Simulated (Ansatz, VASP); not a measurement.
**Zr3TiN4 in VASP and in Ansatz**

```
CELL_PARAMETERS angstrom
3.20393 0.00000 0.00000
0.00000 3.20393 0.00000
0.00000 0.00000 9.03306
ATOMIC_POSITIONS crystal
Zr 0.00000 0.00000 0.74163
Zr 0.00000 0.00000 0.25837
Zr 0.50000 0.50000 0.00000
Ti 0.50000 0.50000 0.50000
N 0.00000 0.00000 0.50000
N 0.50000 0.50000 0.25725
N 0.00000 0.00000 0.00000
N 0.50000 0.50000 0.74275
```

Alike in both runs: task single point; functional PBE; k mesh 6 × 6 × 2; occupations gaussian, width 0.1 eV; no spin polarisation.

```csv
,VASP,Ansatz
version,VASP 6.6.1,Ansatz 0.2.0
potentials or method,"VASP PAW PBE potentials, release 64 (Zr_sv, Ti_sv, N), cutoff 520 eV","scalar-relativistic, plane waves, PAW"
valence electrons in the cell,68,68
```

VASP gave:

```
gap on the k mesh at the Fermi level (eV)                     : none
pressure (GPa)                                                : 0.2
traceless stress, the component that is largest in VASP (GPa) : 0.51
rms of the force components (eV/Å)                            : 0.014
```

Problem. Estimate Ansatz's values.

Solution. gap on the k mesh at the Fermi level (eV): none; pressure (GPa): -0.1; traceless stress, the component that is largest in VASP (GPa): 0.48; rms of the force components (eV/Å): 0.012.

Atom by atom the forces differ by 0.003 eV/Å (rms over components). A gap of «none» marks a metal or a gap that the smearing closes.
